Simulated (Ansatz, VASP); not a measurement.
# CO: VASP beside Ansatz

File INCAR:

```
PREC     = Accurate       # precision mode
ENCUT    = 600            # plane-wave cutoff, eV
EDIFF    = 1E-7           # SCF threshold, eV
ISMEAR   = 0              # smearing method
SIGMA    = 0.1            # smearing width, eV
LREAL    = False          # projectors in reciprocal space
LASPH    = True           # aspherical terms in the spheres
NELM     = 200            # most SCF steps
ALGO     = Normal         # electronic algorithm
ISIF     = 3              # what is computed and relaxed
LWAVE    = False          # write WAVECAR
LCHARG   = False          # write CHGCAR
ISPIN    = 2              # spin polarisation
MAGMOM   = -0.35 0.48     # initial moments
LORBIT   = 11             # projections on sites
GGA      = PE             # functional
IBRION   = 2              # ionic algorithm
NSW      = 90             # ionic steps
EDIFFG   = -0.04          # ionic threshold
GGA_COMPAT= False        
NELMIN   = 4
```

KPOINTS

```
regular mesh
0
Gamma
  6 6 6
```

POSCAR

```
CO
1.0
    2.9037463942      0.0000000000      0.0000000000
    0.0000000000      2.9037463942      0.0000000000
    0.0000000000      0.0000000000      2.9037463942
C O
1 1
Direct
    0.0000000000      0.0000000000      0.0000000000
    0.5000000000      0.5000000000      0.5000000000
```

Input for Ansatz:

```yaml
crystal:
  lattice:
    - [2.9037463942, 0.0, 0.0]
    - [0.0, 2.9037463942, 0.0]
    - [0.0, 0.0, 2.9037463942]
  atoms:
    - { symbol: C, position: [0.0, 0.0, 0.0], spin: -0.35 }
    - { symbol: O, position: [0.5, 0.5, 0.5], spin: 0.48 }
basis:
  ecutwfc: 420
kpoints:
  mp_grid: { grid: [6, 6, 6] }
hamiltonian:
  xc: pbe
scf:
  occupations: { method: gaussian, width: 0.1 }
  lower_state_search: "off"
output:
  forces: true
  stress: true
  eigenvalues: true
  populations: true
magnetization:
  spin_polarized: true
relax:
  adjacent_minimum: "off"
  f_tol: 0.04
  max_steps: 70
  cell: { stress_tol: 0.4 }
```

Alike in both runs: task relaxation of cell and atoms; functional PBE; k mesh 6 × 6 × 6; occupations gaussian, width 0.1 eV; collinear spin.

|  | VASP | Ansatz |
| --- | --- | --- |
| version | VASP 6.6.1 | Ansatz 0.2.0 |
| potentials or method | VASP PAW PBE potentials, release 64 (C, O), cutoff 600 eV | scalar-relativistic, plane waves, PAW |
| valence electrons in the cell | 10 | 10 |

|  | VASP | Ansatz | Ansatz less VASP |
| --- | --- | --- | --- |
| gap on the k mesh at the Fermi level, each at its own relaxed structure (eV) | none | none | - |
| net moment per atom (μB) | 0.00 | 0.00 | 0.000 |
| relaxed volume (Å³/atom) | 7.78 | 7.79 | +0.016 |
| relaxed cell length with the largest relative difference (Å) | 2.496 | 2.498 | +0.0017 |

A gap of «none» marks a metal or a gap that the smearing closes. Ansatz's warnings: seeded moment not kept.

The k mesh is coarse, so the values compare programs but aren't converged. Noted on VASP's run: the volume moved by over 15 % at a fixed basis, so the end points are rough.
